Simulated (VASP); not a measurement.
The system is ZnSe (rocksalt type).

```
Zn Se
1.0
     0.00000    2.49400    2.49400
     2.49400    0.00000    2.49400
     2.49400    2.49400    0.00000
Zn Se
1 1
Direct
  0.00000 0.00000 0.00000
  0.50000 0.50000 0.50000
```

* Program: VASP 6.6.1
* Task: relaxation of cell and atoms
* Functional: PBE
* Potentials or basis: VASP PAW PBE potentials, release 64 (Zn, Se)
* Cutoff: 600 eV
* k mesh: 14 × 14 × 14
* Occupations: fermi-dirac, width 0.05 eV
* Spin: no spin polarisation

At the start: pressure 26.3 GPa; volume 15.51 Å³/atom.

**Question.** Where does the relaxation end?

**Answer.** Over 6 steps the energy falls by 257.8 meV/atom and the volume is 19.38 Å³/atom (+24.9 %); space group Fm-3m (No. 225, to 0.05 Å).

The path:
```
step  energy change (eV)  largest force (eV/Å)  pressure (GPa)  volume (Å³)
   1              0.0000                0.0000           26.25        31.03
   2             -0.3984                0.0000           -6.67        43.90
   3             -0.5156                0.0000            0.11        38.72
   4             -0.5156                0.0000           -0.14        38.88
   5             -0.5156                0.0000           -0.05        38.79
   6             -0.5156                0.0000            0.04        38.77
```

Final structure:
```xyz
2
Lattice="0.0000 2.6862 2.6862 2.6862 0.0000 2.6862 2.6862 2.6862 0.0000" Properties=species:S:1:pos:R:3 pbc="T T T"
Zn    0.0000    0.0000    0.0000
Se    2.6862    2.6862    2.6862
```

Caveat: the volume moved by over 15 % at a fixed basis, so the end points are rough.
